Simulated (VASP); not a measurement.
Wanted: the native input for a VASP 6.6.1 run.

```yaml
Task: single point
Functional: LDA
Potentials_or_basis: VASP PAW LDA potentials, release 64 (Cu, O)
Cutoff: 520 eV
k_mesh: 14 × 14 × 14
Occupations: gaussian, width 0.15 eV
Spin: no spin polarisation
Dipole_correction: no
Further_INCAR_settings: ALGO = Normal; EDIFF = 1e-07; NBANDS = 30
```

The structure of Cu3O2 lies in POSCAR:

```
Cu3O2
1.0
   -1.9354500000      1.9354500000      3.7799000000
    1.9354500000     -1.9354500000      3.7799000000
    1.9354500000      1.9354500000     -3.7799000000
Cu O
3 2
Direct
    0.2500000000      0.7500000000      0.5000000000
    0.7500000000      0.2500000000      0.5000000000
    0.0000000000      0.0000000000      0.0000000000
    0.0000000000      0.5000000000      0.5000000000
    0.5000000000      0.0000000000      0.5000000000
```

One way to write it, as run:

INCAR

```
SYSTEM = Cu3O2
ALGO = Normal ; EDIFF = 1E-7
ENCUT = 520 ; GGA = CA
ISIF = 2 ; ISMEAR = 0
LASPH = .True. ; LCHARG = .False.
LREAL = .False. ; LWAVE = .False.
NBANDS = 30 ; NELM = 100
PREC = Accurate ; SIGMA = 0.15
```

KPOINTS

```
k-points
0
Gamma
  14 14 14
  0 0 0
```

Potentials or basis: VASP PAW LDA potentials, release 64 (Cu, O).

Run with:

```console
$ cat potpaw_LDA.64/Cu/POTCAR potpaw_LDA.64/O/POTCAR > POTCAR
$ mpirun -np 1 vasp_std > vasp.out
```

It gave:

```json
{
 "Pressure": "-8.2 GPa",
 "Band gap on the k mesh": "zero (an odd number of electrons rules out a gap without spin polarisation)"
}
```

Caveat: the stress differs along the axes, from -22 to -1 GPa; an odd number of electrons without spin polarisation forces a metal; a magnetic or distorted state may lie lower.

Run time: 5.4 min on 1 thread of Intel(R) Xeon(R) 6975P-C (Granite Rapids) (shared host), peak memory 0.42 GiB.
